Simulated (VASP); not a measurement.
The system is CdSe.

```
Cd Se
1.0
     0.00000    3.07027    3.07027
     3.07027    0.00000    3.07027
     3.07027    3.07027    0.00000
Cd Se
1 1
Cartesian
  0.0000 0.0000 0.0000
  1.5351 1.5351 1.5351
```

- Program: VASP 6.6.1
- Task: relaxation of cell and atoms
- Functional: B3LYP
- Potentials or basis: VASP PAW PBE potentials, release 64 (Cd, Se)
- Cutoff: 600 eV
- k mesh: 4 × 4 × 4
- Occupations: fermi-dirac, width 0.05 eV
- Spin: no spin polarisation

At the start: pressure 2.7 GPa; volume 28.94 Å³/atom.

**Question.** Where does the relaxation end?

**Answer.** Over 3 steps the energy falls by 12.8 meV/atom and the volume is 30.53 Å³/atom (+5.5 %); space group F-43m (No. 216, to 0.1 Å) before and after.

Step by step:
```csv
step,energy change (eV),largest force (eV/Å),pressure (GPa),volume (Å³)
1,0.0000,0.0000,2.68,57.88
2,-0.0234,0.0000,-0.69,62.03
3,-0.0255,0.0000,-0.01,61.06
```

Final structure:
```
CELL_PARAMETERS angstrom
0.00000 3.12544 3.12544
3.12544 0.00000 3.12544
3.12544 3.12544 0.00000
ATOMIC_POSITIONS crystal
Cd 0.00000 0.00000 0.00000
Se 0.25000 0.25000 0.25000
```

Caveat: the k points lie up to 0.44 Å⁻¹ apart in the final cell; the PAW data sets were made with another functional, which shifts forces and pressure a little.
